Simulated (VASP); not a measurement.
# Al2O3 (Pnnm) in VASP: notebook

The runs below take Al2O3 through single point, with PBE.

Program: VASP 6.6.1. These are calculated values, not measurements. Logs are shortened: lines on timing, memory, paths and dates and some standing lists are left out, and cuts for length are marked.

### 1 The cell of the first run

It takes space group Pnnm (No. 58, orthorhombic). Conventional cell: a = 4.712 Å, b = 9.704 Å, c = 3.268 Å, α = 90.00°, β = 90.00°, γ = 90.00°. Within 2.2 Å of Al (site symmetry m) lie 4 O at 1.68 to 1.92 Å. Within 2.4 Å of O (site symmetry m) lie 3 Al at 1.82 to 1.92 Å. O (site symmetry 2/m) has 2 Al at 1.68 Å within 2.2 Å.

### 2 Single point, PBE (strain +0.000 along x and y, +0.080 along z)

INCAR reads:

```
PREC     = Accurate       # precision mode
ENCUT    = 520            # plane-wave cutoff, eV
EDIFF    = 1E-6           # SCF threshold, eV
ISMEAR   = 0              # smearing method
SIGMA    = 0.05           # smearing width, eV
LREAL    = False          # projectors in reciprocal space
LASPH    = True           # aspherical terms in the spheres
NELM     = 100            # most SCF steps
ALGO     = Normal         # electronic algorithm
ISIF     = 2              # what is computed and relaxed
LWAVE    = False          # write WAVECAR
LCHARG   = True           # write CHGCAR
GGA      = PE             # functional
LELF     = True           # ELF
LVHAR    = True         
NBANDS   = 35             # bands
```

KPOINTS reads:

```
Automatic mesh
0
Gamma
  6 4 8
```

POSCAR reads:

```
Al2O3
1.0
    4.7121766311      0.0000000000      0.0000000000
    0.0000000000      9.7035371733      0.0000000000
    0.0000000000      0.0000000000      3.2677686238
Al O
4 6
Direct
    0.4317423466      0.3295573566      0.5000000000
    0.5682576534      0.6704426434      0.5000000000
    0.9317423466      0.1704426434      0.0000000000
    0.0682576534      0.8295573566      0.0000000000
    0.7545470293      0.2269610254      0.5000000000
    0.0000000000      0.0000000000      0.0000000000
    0.7454529707      0.7269610254      0.0000000000
    0.2545470293      0.2730389746      0.0000000000
    0.2454529707      0.7730389746      0.5000000000
    0.5000000000      0.5000000000      0.5000000000
```

Potentials or basis: VASP PAW PBE potentials, release 64 (Al, O).

Run with:

```console
> cat potpaw_PBE.64/Al/POTCAR potpaw_PBE.64/O/POTCAR > POTCAR
> mpirun -np 1 vasp_std > vasp.out
```

OUTCAR:

```text
PREC = Accurate
   ENCUT = 520
   EDIFF = 1E-6
   ISMEAR = 0
   LREAL = False
   LASPH = True
   NELM = 100
   ISIF = 2
   GGA = PE

 ion  position               nearest neighbor table
   1  0.432  0.330  0.500-  10 1.68   5 1.82   8 1.92   8 1.92   3 3.26   3 3.26   3 3.26   3 3.26

   2  0.568  0.670  0.500-  10 1.68   9 1.82   7 1.92   7 1.92   4 3.26   4 3.26   4 3.26   4 3.26

   3  0.932  0.170  0.000-   6 1.68   8 1.82   5 1.92   5 1.92   1 3.26   1 3.26   1 3.26   1 3.26

   4  0.068  0.830  0.000-   6 1.68   7 1.82   9 1.92   9 1.92   2 3.26   2 3.26   2 3.26   2 3.26

   5  0.755  0.227  0.500-   1 1.82   3 1.92   3 1.92
   6  0.000  0.000  0.000-   3 1.68   4 1.68
   7  0.745  0.727  0.000-   4 1.82   2 1.92   2 1.92
   8  0.255  0.273  0.000-   3 1.82   1 1.92   1 1.92
   9  0.245  0.773  0.500-   2 1.82   4 1.92   4 1.92
  10  0.500  0.500  0.500-   1 1.68   2 1.68

  LATTYP: Found a simple orthorhombic cell.
 ALAT       =     3.2677686238
 B/A-ratio  =     1.4420166094
 C/A-ratio  =     2.9694688610

  Lattice vectors:

 A1 = (   0.0000000000,   0.0000000000,   3.2677686238)
 A2 = (   4.7121766311,   0.0000000000,   0.0000000000)
 A3 = (   0.0000000000,   9.7035371733,   0.0000000000)

Analysis of symmetry for initial positions (statically):
=====================================================================
 Subroutine PRICEL returns:
 Original cell was already a primitive cell.

 Routine SETGRP: Setting up the symmetry group for a
 simple orthorhombic supercell.

 Subroutine GETGRP returns: Found  8 space group operations
 (whereof  4 operations were pure point group operations)
 out of a pool of  8 trial point group operations.

The static configuration has the point symmetry C_2h.
 The point group associated with its full space group is D_2h.

Analysis of symmetry for dynamics (positions and initial velocities):
=====================================================================
 Subroutine PRICEL returns:
 Original cell was already a primitive cell.

 Routine SETGRP: Setting up the symmetry group for a
 simple orthorhombic supercell.

 Subroutine GETGRP returns: Found  8 space group operations
 (whereof  4 operations were pure point group operations)
 out of a pool of  8 trial point group operations.

The dynamic configuration has the point symmetry C_2h.
 The point group associated with its full space group is D_2h.
[... 121 lines left out ...]
   ISIF   =      2    stress and relaxation
   ISYM   =      2    0-nonsym 1-usesym 2-fastsym
   POTIM  = 0.5000    time-step for ionic-motion
   TEBEG  =    0.0;   TEEND  =   0.0 temperature during run
   PSTRESS=    0.0 pullay stress
   NELECT =      48.0000    total number of electrons
   NUPDOWN=      -1.0000    fix difference up-down
   EMIN   =  10.00;   EMAX   =-10.00  energy-range for DOS
   EFERMI =   0.00;   METHOD = LEGACY
   ISMEAR =     0;   SIGMA  =   0.05  broadening in eV -4-tet -1-fermi 0-gaus
   EFERMI_NEDOS =   21; number of points for ismear=-14 and -15
   IALGO  =     38    algorithm
   IMIX   =      4    mixing-type and parameters
     AMIX     =   0.40;   BMIX     =  1.00
     AMIX_MAG =   1.60;   BMIX_MAG =  1.00
  volume/ion in A,a.u.               =      14.94       100.83
  Fermi-wavevector in a.u.,A,eV,Ry     =   1.121212  2.118783 17.104095  1.257116
  Thomas-Fermi vector in A             =   2.257864
   LORBIT       =      0    0 simple, 1 ext, 2 COOP (PROOUT), +10 PAW based schemes
   GGA     = PE    functional components
   LHFCALC =     F    Hartree Fock is set to
   AEXX    =    0.0000 exact exchange contribution
   IVDW    =     0    specifies the selected vdW correction
   LEPSILON=     F    determine dielectric tensor
   LRPA    =     F    only Hartree local field effects (RPA)
 non-spin polarized calculation
 Gauss-broadening in eV      SIGMA  =   0.05
  energy-cutoff  :      520.00
  volume of cell :      149.42
 maximum number of plane-waves:      4052
 NGX is ok and might be reduce to    36
   NGX = 17   NGY = 37   NGZ = 13

 number of electron      47.9999989 magnetization

 Free energy of the ion-electron system (eV)
  ---------------------------------------------------
  ext. energy  EPLUGINS =         0.00000000
  ---------------------------------------------------
  free energy    TOTEN  =       -73.33697579 eV

  energy without entropy =      -73.33697579  energy(sigma->0) =      -73.33697579

 E-fermi :   1.2674     XC(G=0):  -8.4442

 val. band max:        1.0260708610   @ k =   0.0000   0.0000   0.0000
 cond. band min:       4.2808866956   @ k =   0.0000   0.0000   0.0000
 fundamental gap:      3.2548158346
 Fermi energy:         1.2674383333

 k-point     1 :       0.0000    0.0000    0.0000
  band No.  band energies     occupation
      1     -17.0245      2.00000
      2     -16.9343      2.00000
      3     -15.9388      2.00000
      4     -15.9242      2.00000
      5     -15.1013      2.00000
      6     -14.9637      2.00000
[... 901 lines left out ...]
     34      11.5155      0.00000
     35      11.7951      0.00000

 [... further k-points ...]

------------------------ aborting loop because EDIFF is reached ----------------------------------------

  FORCE on cell =-STRESS in cart. coord.  units (eV):
  Direction    XX          YY          ZZ          XY          YZ          ZX
  --------------------------------------------------------------------------------------
  -------------------------------------------------------------------------------------
  Total       -4.9593125     -1.2133857    -17.4092962     -0.0000000      0.0000000      0.0000000
  in kB      -53.1776482    -13.0108755   -186.6761624     -0.0000000      0.0000000      0.0000000
  external PRESSURE =     -84.2882287 kB  Pullay stress =       0.0000000 kB

 VOLUME and BASIS-vectors are now :
 -----------------------------------------------------------------------------
  energy-cutoff  :      520.00
  volume of cell :      149.42
      direct lattice vectors                 reciprocal lattice vectors
     4.712176631  0.000000000  0.000000000     0.212216154  0.000000000  0.000000000
     0.000000000  9.703537173  0.000000000     0.000000000  0.103055204  0.000000000
     0.000000000  0.000000000  3.267768624     0.000000000  0.000000000  0.306019218

 POSITION                                       TOTAL-FORCE (eV/Angst)
 -----------------------------------------------------------------------------------
      2.03445      3.19787      1.63388        -0.401153     -0.605526      0.000000
      2.67773      6.50567      1.63388         0.401153      0.605526     -0.000000
      4.39053      1.65390      0.00000        -0.401153      0.605526      0.000000
      0.32164      8.04964      0.00000         0.401153     -0.605526     -0.000000
      3.55556      2.20232      1.63388         0.512485     -0.419262      0.000000
      0.00000      0.00000      0.00000         0.000000     -0.000000      0.000000
      3.51271      7.05409      0.00000        -0.512485     -0.419262      0.000000
      1.19947      2.64944      0.00000         0.512485      0.419262      0.000000
      1.15662      7.50121      1.63388        -0.512485      0.419262      0.000000
      2.35609      4.85177      1.63388         0.000000     -0.000000      0.000000
 -----------------------------------------------------------------------------------
    total drift:                               -0.000000      0.000000      0.000000

  FREE ENERGIE OF THE ION-ELECTRON SYSTEM (eV)
  ---------------------------------------------------
  free  energy   TOTEN  =       -73.3369757944 eV

  energy  without entropy=      -73.3369757944  energy(sigma->0) =      -73.33697579
```

OSZICAR:

```text
N       E                     dE             d eps       ncg     rms          rms(c)
DAV:   1     0.255102865884E+03    0.25510E+03   -0.22660E+04  4200   0.122E+03
DAV:   2    -0.624976419952E+02   -0.31760E+03   -0.30249E+03  5531   0.265E+02
DAV:   3    -0.849502007975E+02   -0.22453E+02   -0.22324E+02  5261   0.751E+01
DAV:   4    -0.852167881494E+02   -0.26659E+00   -0.26631E+00  5136   0.924E+00
DAV:   5    -0.852210086068E+02   -0.42205E-02   -0.42193E-02  5155   0.116E+00    0.200E+01
DAV:   6    -0.734160640380E+02    0.11805E+02   -0.47242E+01  4813   0.347E+01    0.754E+00
DAV:   7    -0.733632292986E+02    0.52835E-01   -0.10111E+00  4788   0.545E+00    0.395E+00
DAV:   8    -0.733182983133E+02    0.44931E-01   -0.10334E-01  5214   0.239E+00    0.140E+00
DAV:   9    -0.733307107765E+02   -0.12412E-01   -0.41499E-02  4724   0.155E+00    0.264E-01
DAV:  10    -0.733354120636E+02   -0.47013E-02   -0.85003E-03  4802   0.455E-01    0.196E-01
DAV:  11    -0.733369950753E+02   -0.15830E-02   -0.34876E-03  4556   0.374E-01    0.981E-02
DAV:  12    -0.733369316343E+02    0.63441E-04   -0.10404E-03  5208   0.195E-01    0.182E-02
DAV:  13    -0.733369661382E+02   -0.34504E-04   -0.11368E-04  4574   0.607E-02    0.941E-03
DAV:  14    -0.733369753918E+02   -0.92536E-05   -0.13140E-05  4634   0.203E-02    0.328E-03
DAV:  15    -0.733369757944E+02   -0.40263E-06   -0.99718E-07  3804   0.602E-03
   1 F= -.73336976E+02 E0= -.73336976E+02  d E =-.293160E-13
```

stdout:

```text
POSCAR found type information on POSCAR AlO
 POSCAR found :  2 types and      10 ions
 scaLAPACK will be used
 LDA part: xc-table for (Slater+PW92), standard interpolation
 POSCAR, INCAR and KPOINTS ok, starting setup
 FFT: planning ... GRIDC
 FFT: planning ... GRID_SOFT
 FFT: planning ... GRID
 WAVECAR not read
 entering main loop
```

It took 7.1 min on 1 thread of Intel Xeon 8259CL, shared host; peak memory 0.37 GiB.

Results:

```
Free energy            : -73.3370 eV
Pressure               : -8.4 GPa
Largest force          : 0.726 eV/Å
Band gap on the k mesh : 3.25 eV
```

Forces in eV/Å, atoms in the order of the input:
```
Al  -0.401 -0.606  0.000
Al   0.401  0.606  0.000
Al  -0.401  0.606  0.000
Al   0.401 -0.606  0.000
O    0.512 -0.419  0.000
O    0.000  0.000  0.000
O   -0.512 -0.419  0.000
O    0.512  0.419  0.000
O   -0.512  0.419  0.000
O    0.000  0.000  0.000
```

Levels at points of the mesh, in eV from the valence-band top:
| k point | band 20 | band 21 | band 22 | band 23 | band 24 | band 25 | band 26 | band 27 | band 28 | band 29 |
| --- | --- | --- | --- | --- | --- | --- | --- | --- | --- | --- |
| (0.00, 0.00, 0.00) | -0.95 | -0.86 | -0.09 | -0.07 | 0.00 | 3.25 | 4.58 | 5.86 | 6.34 | 6.67 |
| (0.50, 0.00, 0.00) | -1.74 | -0.55 | -0.55 | -0.03 | -0.03 | 5.62 | 5.62 | 6.10 | 6.10 | 7.75 |
| (0.00, 0.50, 0.00) | -1.26 | -0.37 | -0.37 | -0.04 | -0.04 | 3.85 | 3.85 | 6.10 | 6.10 | 7.47 |
| (0.50, 0.50, 0.00) | -1.96 | -0.47 | -0.47 | -0.03 | -0.03 | 5.55 | 5.55 | 6.10 | 6.10 | 8.18 |
| (0.00, 0.00, 0.50) | -1.75 | -0.83 | -0.83 | -0.42 | -0.42 | 7.39 | 7.39 | 7.70 | 7.70 | 7.86 |
| (0.50, 0.00, 0.50) | -1.43 | -1.03 | -1.03 | -0.35 | -0.35 | 7.27 | 7.27 | 8.30 | 8.30 | 8.51 |
| (0.00, 0.50, 0.50) | -1.69 | -1.04 | -1.04 | -0.26 | -0.26 | 7.33 | 7.33 | 7.71 | 7.71 | 7.89 |
| (0.50, 0.50, 0.50) | -1.39 | -0.91 | -0.91 | -0.48 | -0.48 | 7.53 | 7.53 | 8.17 | 8.17 | 8.28 |

Caveat: the cell differs from its parent crystal (strain +0.000 along x and y, +0.080 along z); the stress differs along the axes, from -19 to -1 GPa. A k mesh can miss the band edges.

### 3 Single point, PBE (strain +0.040 along x and y, +0.000 along z)

INCAR reads:

```
PREC = Accurate
ENCUT = 520
EDIFF = 1E-6
ISMEAR = 0
SIGMA = 0.05
LREAL = False
LASPH = True
NELM = 60
ALGO = Normal
ISIF = 2
LWAVE = False
LCHARG = True
GGA = PE
LELF = True
LVHAR = True
NBANDS = 35
```

KPOINTS is that of step 2.

Edit POSCAR of step 2 so:

```diff
@@ -2,5 +2,5 @@
 1.0
-    4.7121766311      0.0000000000      0.0000000000
-    0.0000000000      9.7035371733      0.0000000000
-    0.0000000000      0.0000000000      3.2677686238
+    4.9006636963      0.0000000000      0.0000000000
+    0.0000000000     10.0916786602      0.0000000000
+    0.0000000000      0.0000000000      3.0257116887
 Al O
```

Potentials or basis: VASP PAW PBE potentials, release 64 (Al, O).

Run with:

```console
> cat potpaw_PBE.64/Al/POTCAR potpaw_PBE.64/O/POTCAR > POTCAR
> mpirun -np 1 vasp_std > vasp.out
```

Wall time 8 min (1 thread of Intel Xeon 8259CL, shared host); peak memory 0.39 GiB.

It converged, with:

- Free energy: -73.5717 eV
- Pressure: -9.7 GPa
- Largest force: 0.863 eV/Å
- Band gap on the k mesh: 2.67 eV

Forces in eV/Å, atoms in the order of the input:
```
Al   0.399  0.765  0.000
Al  -0.399 -0.765  0.000
Al   0.399 -0.765  0.000
Al  -0.399  0.765  0.000
O   -0.118  0.148  0.000
O    0.000  0.000  0.000
O    0.118  0.148  0.000
O   -0.118 -0.148  0.000
O    0.118 -0.148  0.000
O    0.000  0.000  0.000
```

Stress tensor (GPa, compression positive):
```
 -8.79   0.00   0.00
  0.00 -16.59   0.00
  0.00   0.00  -3.68
```

Levels at points of the mesh, in eV from the valence-band top:
```tsv
k point	band 21	band 22	band 23	band 24	band 25	band 26	band 27	band 28
(0.00, 0.00, 0.00)	-1.31	-0.72	-0.04	0.00	2.67	4.24	5.85	6.00
(0.50, 0.00, 0.00)	-1.13	-1.13	-0.02	-0.02	5.00	5.00	5.82	5.82
(0.00, 0.50, 0.00)	-0.99	-0.99	-0.02	-0.02	3.34	3.34	6.22	6.22
(0.50, 0.50, 0.00)	-1.06	-1.06	-0.02	-0.02	4.91	4.91	5.76	5.76
(0.00, 0.00, 0.50)	-1.60	-1.60	-0.78	-0.78	6.29	6.29	7.04	7.04
(0.50, 0.00, 0.50)	-1.65	-1.65	-0.80	-0.80	5.94	5.94	7.32	7.32
(0.00, 0.50, 0.50)	-1.66	-1.66	-0.72	-0.72	6.22	6.22	7.20	7.20
(0.50, 0.50, 0.50)	-1.66	-1.66	-0.84	-0.84	6.20	6.20	6.93	6.93
```

Caveat: the cell differs from its parent crystal (strain +0.040 along x and y, +0.000 along z); the stress differs along the axes, from -17 to -4 GPa.

### 4 Single point, PBE (strain +0.080 along x and y, -0.040 along z)

INCAR reads:

```
PREC     = Accurate       # precision mode
ENCUT    = 520            # plane-wave cutoff, eV
EDIFF    = 1E-7           # SCF threshold, eV
ISMEAR   = 0              # smearing method
SIGMA    = 0.05           # smearing width, eV
LREAL    = False          # projectors in reciprocal space
LASPH    = True           # aspherical terms in the spheres
NELM     = 60             # most SCF steps
ALGO     = Normal         # electronic algorithm
ISIF     = 2              # what is computed and relaxed
LWAVE    = False          # write WAVECAR
LCHARG   = False          # write CHGCAR
GGA      = PE             # functional
NBANDS   = 35             # bands
```

KPOINTS reads:

```
regular mesh
0
Gamma
  6 4 8
```

Edit POSCAR of step 3 so:

```diff
@@ -2,5 +2,5 @@
 1.0
-    4.9006636963      0.0000000000      0.0000000000
-    0.0000000000     10.0916786602      0.0000000000
-    0.0000000000      0.0000000000      3.0257116887
+    5.0891507616      0.0000000000      0.0000000000
+    0.0000000000     10.4798201472      0.0000000000
+    0.0000000000      0.0000000000      2.9046832212
 Al O
```

Run with:

```console
> cat potpaw_PBE.64/Al/POTCAR potpaw_PBE.64/O/POTCAR > POTCAR
> mpirun -np 1 vasp_std > vasp.out
```

It took 9.3 min on 1 thread of Intel Xeon 8259CL, shared host; peak memory 0.41 GiB.

Results (log left out):

* Free energy: -72.3575 eV
* Pressure: -11.9 GPa
* Largest force: 1.730 eV/Å
* Band gap on the k mesh: 1.78 eV

Forces in eV/Å, atoms in the order of the input:
```
Al   0.756  1.556  0.000
Al  -0.756 -1.556  0.000
Al   0.756 -1.556  0.000
Al  -0.756  1.556  0.000
O   -0.325  0.379  0.000
O    0.000  0.000  0.000
O    0.325  0.379  0.000
O   -0.325 -0.379  0.000
O    0.325 -0.379  0.000
O    0.000  0.000  0.000
```

Stress tensor (GPa, compression positive):
```
-12.89   0.00   0.00
  0.00 -27.67   0.00
  0.00   0.00   4.79
```

Levels at points of the mesh, in eV from the valence-band top:
| k point | band 21 | band 22 | band 23 | band 24 | band 25 | band 26 | band 27 | band 28 |
| --- | --- | --- | --- | --- | --- | --- | --- | --- |
| (0.00, 0.00, 0.00) | -1.62 | -1.16 | -0.02 | 0.00 | 1.78 | 3.50 | 5.04 | 5.75 |
| (0.50, 0.00, 0.00) | -1.50 | -1.50 | -0.01 | -0.01 | 3.97 | 3.97 | 5.19 | 5.19 |
| (0.00, 0.50, 0.00) | -1.38 | -1.38 | -0.01 | -0.01 | 2.52 | 2.52 | 5.92 | 5.92 |
| (0.50, 0.50, 0.00) | -1.44 | -1.44 | -0.01 | -0.01 | 3.87 | 3.87 | 5.17 | 5.17 |
| (0.00, 0.00, 0.50) | -2.11 | -2.11 | -0.99 | -0.99 | 5.23 | 5.23 | 6.22 | 6.22 |
| (0.50, 0.00, 0.50) | -2.13 | -2.13 | -1.02 | -1.02 | 4.75 | 4.75 | 6.11 | 6.11 |
| (0.00, 0.50, 0.50) | -2.13 | -2.13 | -0.97 | -0.97 | 5.17 | 5.17 | 6.32 | 6.32 |
| (0.50, 0.50, 0.50) | -2.16 | -2.16 | -1.04 | -1.04 | 5.01 | 5.01 | 5.72 | 5.72 |

Caveat: the cell differs from its parent crystal (strain +0.080 along x and y, -0.040 along z); the stress differs along the axes, from -28 to 5 GPa; forces of over 1 eV/Å act on the atoms, so gaps and moduli don't describe the material at rest. A k mesh can miss the band edges.

### 5 Overview

```tsv
cell	gap on the mesh (eV)	pressure (GPa)	largest force (eV/Å)
a = 4.712, b = 9.704, c = 3.268 Å, 10 atoms	3.25	-8.4	0.73
a = 4.901, b = 10.092, c = 3.026 Å, 10 atoms	2.67	-9.7	0.86
a = 5.089, b = 10.480, c = 2.905 Å, 10 atoms	1.78	-11.9	1.73
```

Alike in all rows: task single point; level PBE; potentials or basis VASP PAW PBE potentials, release 64 (Al, O); no spin polarisation; k mesh 6 × 4 × 8; cutoff (eV) 520; smearing gaussian 0.05 eV.

Caveats: the stress differs along the axes, from -19 to -1 GPa (at least some runs); the stress differs along the axes, from -17 to -4 GPa (at least some runs); the stress differs along the axes, from -28 to 5 GPa (at least some runs); forces of over 1 eV/Å act on the atoms, so gaps and moduli don't describe the material at rest (at least some runs).

Absolute energies hang on the potentials; compare differences alone.
